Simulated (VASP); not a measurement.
# La2O3 (P-3m1) in VASP: a series of runs

Runs on La2O3. Level: r2SCAN. Tasks: single point.

Everything below comes from runs of VASP 6.6.1. Logs are shortened: lines on timing, memory, paths and dates and some standing lists are left out, and cuts for length are marked.

## (1) The cell of the first run

Symmetry: P-3m1, No. 164, trigonal system. The conventional cell has a = 3.935 Å, b = 3.935 Å, c = 6.126 Å, α = 90.00°, β = 90.00°, γ = 120.00°. Within 3.1 Å of La (site symmetry 3m) lie 7 O at 2.37 to 2.73 Å. Within 3.2 Å of O (site symmetry 3m) lie 4 La at 2.37 to 2.45 Å and 6 O at 2.89 to 3.14 Å. Within 3.6 Å of O (site symmetry -3m) lie 6 La at 2.73 Å and 6 O at 3.14 Å.

## (2) Single point, r2SCAN

POSCAR

```
La2O3
1.0
    3.9351015410      0.0000000000      0.0000000000
   -1.9675507705      3.4078979010      0.0000000000
    0.0000000000      0.0000000000      6.1262271606
La O
2 3
Direct
    0.6666666667      0.3333333333      0.7538431652
    0.3333333333      0.6666666667      0.2461568348
    0.6666666667      0.3333333333      0.3538862904
    0.3333333333      0.6666666667      0.6461137096
    0.0000000000      0.0000000000      0.0000000000
```

INCAR.step1

```
PREC = Accurate ; ENCUT = 520
ISMEAR = 0 ; SIGMA = 0.01
LREAL = False ; LASPH = True
NELM = 80 ; NBANDS = 28
GGA = PE ; ALGO = Normal
EDIFF = 1E-4 ; LWAVE = True
LCHARG = False
```

INCAR.step2

```
PREC = Accurate ; ENCUT = 520
EDIFF = 1E-7 ; ISMEAR = 0
SIGMA = 0.01 ; LREAL = False
LASPH = True ; NELM = 80
ALGO = Normal ; ISIF = 2
LWAVE = False ; LCHARG = False
METAGGA = R2SCAN ; LMIXTAU = True
NBANDS = 28 ; ISTART = 1
```

KPOINTS

```
Automatic mesh
0
Gamma
  12 12 4
```

Potentials or basis: VASP PAW PBE potentials, release 64 (La, O).

Launch:

```console
$ cat potpaw_PBE.64/La/POTCAR potpaw_PBE.64/O/POTCAR > POTCAR
$ cp INCAR.step1 INCAR
$ mpirun -np 1 vasp_std > vasp.out
$ cp INCAR.step2 INCAR
$ mpirun -np 1 vasp_std > vasp.out
```

OUTCAR:

```text
PREC = Accurate
   ENCUT = 520
   EDIFF = 1E-7
   ISMEAR = 0
   LREAL = False
   LASPH = True
   NELM = 80
   ISIF = 2
   METAGGA = R2SCAN
   ISTART = 1

 ion  position               nearest neighbor table
   1  0.667  0.333  0.754-   4 2.37   4 2.37   4 2.37   3 2.45   5 2.73   5 2.73   5 2.73
   2  0.333  0.667  0.246-   3 2.37   3 2.37   3 2.37   4 2.45   5 2.73   5 2.73   5 2.73
   3  0.667  0.333  0.354-   2 2.37   2 2.37   2 2.37   1 2.45
   4  0.333  0.667  0.646-   1 2.37   1 2.37   1 2.37   2 2.45
   5  0.000  0.000  0.000-   1 2.73   2 2.73   1 2.73   2 2.73   1 2.73   2 2.73

  LATTYP: Found a hexagonal cell.
 ALAT       =     3.9351015410
 C/A-ratio  =     1.5568155222

  Lattice vectors:

 A1 = (   3.9351015410,   0.0000000000,   0.0000000000)
 A2 = (  -1.9675507705,   3.4078979010,   0.0000000000)
 A3 = (   0.0000000000,   0.0000000000,   6.1262271606)

Analysis of symmetry for initial positions (statically):
=====================================================================
 Subroutine PRICEL returns:
 Original cell was already a primitive cell.

 Routine SETGRP: Setting up the symmetry group for a
 hexagonal supercell.

 Subroutine GETGRP returns: Found 12 space group operations
 (whereof 12 operations were pure point group operations)
 out of a pool of 24 trial point group operations.

The static configuration has the point symmetry D_3d.

Analysis of symmetry for dynamics (positions and initial velocities):
=====================================================================
 Subroutine PRICEL returns:
 Original cell was already a primitive cell.

 Routine SETGRP: Setting up the symmetry group for a
 hexagonal supercell.

 Subroutine GETGRP returns: Found 12 space group operations
 (whereof 12 operations were pure point group operations)
 out of a pool of 24 trial point group operations.

The dynamic configuration has the point symmetry D_3d.

 Subroutine INISYM returns: Found 12 space group operations
 (whereof 12 operations are pure point group operations),
 and found     1 'primitive' translations

----------------------------------------------------------------------------------------

                                     Primitive cell

  volume of cell :      82.1553

  direct lattice vectors                    reciprocal lattice vectors
     3.935101541  0.000000000  0.000000000     0.254123049  0.146718010  0.000000000
    -1.967550770  3.407897901  0.000000000     0.000000000  0.293436021  0.000000000
     0.000000000  0.000000000  6.126227161     0.000000000  0.000000000  0.163232602

  length of vectors
     3.935101541  3.935101541  6.126227161     0.293436021  0.293436021  0.163232602

  position of ions in fractional coordinates (direct lattice)
     0.666666667  0.333333333  0.753843165
     0.333333333  0.666666667  0.246156835
     0.666666667  0.333333333  0.353886290
     0.333333333  0.666666667  0.646113710
     0.000000000  0.000000000  0.000000000

  ion indices of the primitive-cell ions
   primitive index   ion index
                 1           1
                 2           2
                 3           3
                 4           4
                 5           5

----------------------------------------------------------------------------------------

 KPOINTS: Automatic mesh

Automatic generation of k-mesh.
 Grid dimensions read from file:
 generate k-points for:   12   12    4

 Generating k-lattice:

  Cartesian coordinates                     Fractional coordinates (reciprocal lattice)
     0.021176921  0.012226501  0.000000000     0.083333333  0.000000000  0.000000000
     0.000000000  0.024453002  0.000000000     0.000000000  0.083333333  0.000000000
     0.000000000  0.000000000  0.040808151     0.000000000  0.000000000  0.250000000

  Length of vectors
     0.024453002  0.024453002  0.040808151

  Shift w.r.t. Gamma in fractional coordinates (k-lattice)
     0.000000000  0.000000000  0.000000000

 Subroutine IBZKPT returns following result:
 ===========================================

 Found     69 irreducible k-points:

 Following reciprocal coordinates:
            Coordinates               Weight
  0.000000  0.000000  0.000000      1.000000
  0.083333 -0.000000  0.000000      6.000000
  0.166667  0.000000  0.000000      6.000000
  0.250000 -0.000000  0.000000      6.000000
  0.333333 -0.000000  0.000000      6.000000
  0.416667 -0.000000  0.000000      6.000000
[... 16 lines left out ...]
  0.166667  0.000000  0.250000      6.000000
  0.000000  0.166667  0.250000      6.000000
 [... further k-points ...]
   k-points           NKPTS =     69   k-points in BZ     NKDIM =     69   number of bands    NBANDS=     28
   number of dos      NEDOS =    301   number of ions     NIONS =      5
   total plane-waves  NPLWV =  43200
   dimension x,y,z NGX =    30 NGY =   30 NGZ =   48
   dimension x,y,z NGXF=    60 NGYF=   60 NGZF=   96
   ions per type =               2   3
   NGX,Y,Z   is equivalent  to a cutoff of  12.67, 12.67, 13.03 a.u.
   NGXF,Y,Z  is equivalent  to a cutoff of  25.35, 25.35, 26.05 a.u.
 SYSTEM =  unknown system
   PREC   = accura    normal or accurate (medium, high low for compatibility)
   ISTART =      1    job   : 0-new  1-cont  2-samecut
   ICHARG =      0    charge: 1-file 2-atom 10-const
   ISPIN  =      1    spin polarized calculation?
   LNONCOLLINEAR =      F non collinear calculations
   LSORBIT =      F    spin-orbit coupling
   LASPH  =      T    aspherical Exc in radial PAW
   ENCUT  =  520.0 eV  38.22 Ry    6.18 a.u.   7.32  7.32 11.39*2*pi/ulx,y,z
   NELM   =     80;   NELMIN=  2; NELMDL=  0     # of ELM steps
   EDIFF  = 0.1E-06   stopping-criterion for ELM
   LREAL  =      F    real-space projection
   EDIFFG = 0.1E-05   stopping-criterion for IOM
   NSW    =      0    number of steps for IOM
   IBRION =     -1    ionic relax: 0-MD 1-quasi-New 2-CG
   NFREE  =      0    steps in history (QN), initial steepest desc. (CG)
   ISIF   =      2    stress and relaxation
   ISYM   =      2    0-nonsym 1-usesym 2-fastsym
   POTIM  = 0.5000    time-step for ionic-motion
   TEBEG  =    0.0;   TEEND  =   0.0 temperature during run
   PSTRESS=    0.0 pullay stress
   NELECT =      40.0000    total number of electrons
   NUPDOWN=      -1.0000    fix difference up-down
   EMIN   =  10.00;   EMAX   =-10.00  energy-range for DOS
   EFERMI =   0.00;   METHOD = LEGACY
   ISMEAR =     0;   SIGMA  =   0.01  broadening in eV -4-tet -1-fermi 0-gaus
   EFERMI_NEDOS =   21; number of points for ismear=-14 and -15
   IALGO  =     38    algorithm
   IMIX   =      4    mixing-type and parameters
     AMIX     =   0.40;   BMIX     =  1.00
     AMIX_MAG =   1.60;   BMIX_MAG =  1.00
  volume/ion in A,a.u.               =      16.43       110.88
  Fermi-wavevector in a.u.,A,eV,Ry     =   1.287902  2.433783 22.567883  1.658693
  Thomas-Fermi vector in A             =   2.419889
   LORBIT       =      0    0 simple, 1 ext, 2 COOP (PROOUT), +10 PAW based schemes
   METAGGA = R2SCAN    functional components
   LHFCALC =     F    Hartree Fock is set to
   AEXX    =    0.0000 exact exchange contribution
   IVDW    =     0    specifies the selected vdW correction
   LEPSILON=     F    determine dielectric tensor
   LRPA    =     F    only Hartree local field effects (RPA)
 non-spin polarized calculation
 Gauss-broadening in eV      SIGMA  =   0.01
  energy-cutoff  :      520.00
  volume of cell :       82.16
 maximum number of plane-waves:      2249
 NGX is ok and might be reduce to    30
   NGX = 15   NGY = 15   NGZ = 23

 number of electron      39.9999991 magnetization

 Free energy of the ion-electron system (eV)
  ---------------------------------------------------
  ext. energy  EPLUGINS =         0.00000000
  ---------------------------------------------------
  free energy    TOTEN  =       -96.05769150 eV

  energy without entropy =      -96.05769150  energy(sigma->0) =      -96.05769150

 E-fermi :   5.8137     XC(G=0): -11.0782

 val. band max:        5.6778989439   @ k =   0.5000  -0.0000   0.5000
 cond. band min:       9.9187627648   @ k =   0.3333   0.3333   0.0000
 fundamental gap:      4.2408638210
 Fermi energy:         5.8136517029

 k-point     1 :       0.0000    0.0000    0.0000
  band No.  band energies     occupation
      1     -25.0651      2.00000
      2     -24.8148      2.00000
      3     -12.1254      2.00000
      4     -11.0042      2.00000
      5     -10.4966      2.00000
      6      -8.0613      2.00000
[... 20 lines left out ...]
     27      11.6994      0.00000
     28      11.9125      0.00000

 k-point     2 :       0.0833   -0.0000    0.0000
  band No.  band energies     occupation
      1     -25.0524      2.00000
      2     -24.8094      2.00000
      3     -12.1274      2.00000
      4     -11.1225      2.00000
      5     -10.5818      2.00000
      6      -8.0904      2.00000
[... 20 lines left out ...]
     27      11.7468      0.00000
     28      11.9339      0.00000

 k-point     3 :       0.1667    0.0000    0.0000
  band No.  band energies     occupation
      1     -25.0168      2.00000
      2     -24.7951      2.00000
      3     -12.1528      2.00000
      4     -11.4162      2.00000
      5     -10.7449      2.00000
      6      -8.1649      2.00000
[... 20 lines left out ...]
     27      11.7978      0.00000
     28      11.8806      0.00000

 k-point     4 :       0.2500   -0.0000    0.0000
  band No.  band energies     occupation
      1     -24.9653      2.00000
      2     -24.7776      2.00000
      3     -12.2354      2.00000
      4     -11.7748      2.00000
      5     -10.8275      2.00000
      6      -8.2585      2.00000
[... 20 lines left out ...]
     27      11.7851      0.00000
     28      11.8445      0.00000

 k-point     5 :       0.3333   -0.0000    0.0000
  band No.  band energies     occupation
      1     -24.9090      2.00000
      2     -24.7640      2.00000
      3     -12.3590      2.00000
      4     -12.1038      2.00000
      5     -10.7810      2.00000
      6      -8.3457      2.00000
[... 20 lines left out ...]
     27      11.7604      0.00000
     28      11.7760      0.00000

 k-point     6 :       0.4167   -0.0000    0.0000
  band No.  band energies     occupation
      1     -24.8616      2.00000
      2     -24.7596      2.00000
      3     -12.4548      2.00000
      4     -12.3398      2.00000
      5     -10.6774      2.00000
      6      -8.5830      2.00000
[... 463 lines left out ...]
      5     -10.6688      2.00000
      6      -8.0671      2.00000
[... 20 lines left out ...]
     27      11.7072      0.00000
     28      11.8737      0.00000

 k-point    22 :       0.0000    0.0833    0.2500
  band No.  band energies     occupation
      1     -25.0186      2.00000
      2     -24.8454      2.00000
      3     -12.0695      2.00000
      4     -11.1284      2.00000
      5     -10.6553      2.00000
      6      -8.0485      2.00000
[... 20 lines left out ...]
     27      11.6972      0.00000
     28      11.8417      0.00000

 k-point    23 :       0.1667    0.0000    0.2500
  band No.  band energies     occupation
      1     -24.9857      2.00000
      2     -24.8280      2.00000
      3     -12.1324      2.00000
      4     -11.4218      2.00000
      5     -10.7615      2.00000
      6      -8.1376      2.00000
[... 20 lines left out ...]
     27      11.7098      0.00000
     28      11.8445      0.00000

 k-point    24 :       0.0000    0.1667    0.2500
  band No.  band energies     occupation
      1     -24.9860      2.00000
      2     -24.8277      2.00000
      3     -12.1465      2.00000
      4     -11.4517      2.00000
      5     -10.6732      2.00000
      6      -8.1112      2.00000
[... 20 lines left out ...]
     27      11.7015      0.00000
     28      11.8306      0.00000

 [... further k-points ...]

------------------------ aborting loop because EDIFF is reached ----------------------------------------

  FORCE on cell =-STRESS in cart. coord.  units (eV):
  Direction    XX          YY          ZZ          XY          YZ          ZX
  --------------------------------------------------------------------------------------
  -------------------------------------------------------------------------------------
  Total       -0.2390296     -0.2390296     -0.1819412      0.0000000      0.0000000      0.0000000
  in kB       -4.6615104     -4.6615104     -3.5481833      0.0000000      0.0000000      0.0000000
  external PRESSURE =      -4.2904014 kB  Pullay stress =       0.0000000 kB

 VOLUME and BASIS-vectors are now :
 -----------------------------------------------------------------------------
  energy-cutoff  :      520.00
  volume of cell :       82.16
      direct lattice vectors                 reciprocal lattice vectors
     3.935101541  0.000000000  0.000000000     0.254123049  0.146718010  0.000000000
    -1.967550770  3.407897901  0.000000000     0.000000000  0.293436021  0.000000000
     0.000000000  0.000000000  6.126227161     0.000000000  0.000000000  0.163232602

 POSITION                                       TOTAL-FORCE (eV/Angst)
 -----------------------------------------------------------------------------------
      1.96755      1.13597      4.61821        -0.000000      0.000000     -0.021872
     -0.00000      2.27193      1.50801         0.000000      0.000000      0.021872
      1.96755      1.13597      2.16799         0.000000      0.000000     -0.005391
     -0.00000      2.27193      3.95824        -0.000000      0.000000      0.005391
      0.00000      0.00000      0.00000         0.000000      0.000000      0.000000
 -----------------------------------------------------------------------------------
    total drift:                               -0.000000      0.000000      0.000000

  FREE ENERGIE OF THE ION-ELECTRON SYSTEM (eV)
  ---------------------------------------------------
  free  energy   TOTEN  =       -96.0576914969 eV

  energy  without entropy=      -96.0576914969  energy(sigma->0) =      -96.05769150
```

Wall time 9.8 min (1 thread of AMD EPYC 9R45 (Zen 5), shared host); peak memory 0.28 GiB.

What came out:

```
Free energy            : -96.0577 eV
Pressure               : -0.4 GPa
Largest force          : 0.022 eV/Å
Band gap on the k mesh : 4.24 eV (least direct gap 4.36 eV)
```

Forces in eV/Å, atoms in the order of the input:
```
La   0.000  0.000 -0.022
La   0.000  0.000  0.022
O    0.000  0.000 -0.005
O    0.000  0.000  0.005
O    0.000  0.000  0.000
```

Caveat: the PAW data sets were made with another functional, which shifts forces and pressure a little; spin-orbit coupling is left out, which moves the levels of the heavy elements. A k mesh can miss the band edges.

[end of part 1 of 2]
